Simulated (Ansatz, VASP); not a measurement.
**Two plane-wave programs on BeS**

```
Be S
1.0
     0.00000    2.38854    2.43431
     2.38854    0.00000    2.43431
     2.38854    2.38854    0.00000
Be S
1 1
Direct
  0.00000 0.00000 0.00000
  0.25000 0.25000 0.25000
```

Change from the starting cell: biaxial_xy strain -1.9%.

Alike in both runs: task single point; functional r2SCAN; k mesh 10 × 10 × 10; no spin polarisation.

|  | VASP | Ansatz |
| --- | --- | --- |
| version | VASP 6.6.1 | Ansatz 0.2.0 |
| potentials or method | VASP PAW PBE potentials, release 64 (Be, S) | plane waves, PAW |
| plane-wave cutoff (eV) | 520 | 500 |
| occupations | gaussian, width 0.01 eV | fixed |
| valence electrons in the cell | 8 | 8 |

```csv
,VASP,Ansatz,Ansatz less VASP
gap on the k mesh at the Fermi level (eV),3.42,3.41,-0.009
pressure (GPa),4.3,4.0,-0.29
"traceless stress, the component that is largest in VASP (GPa)",-1.34,-1.36,-0.020
```

VASP's potentials were made for PBE, not for r2SCAN.
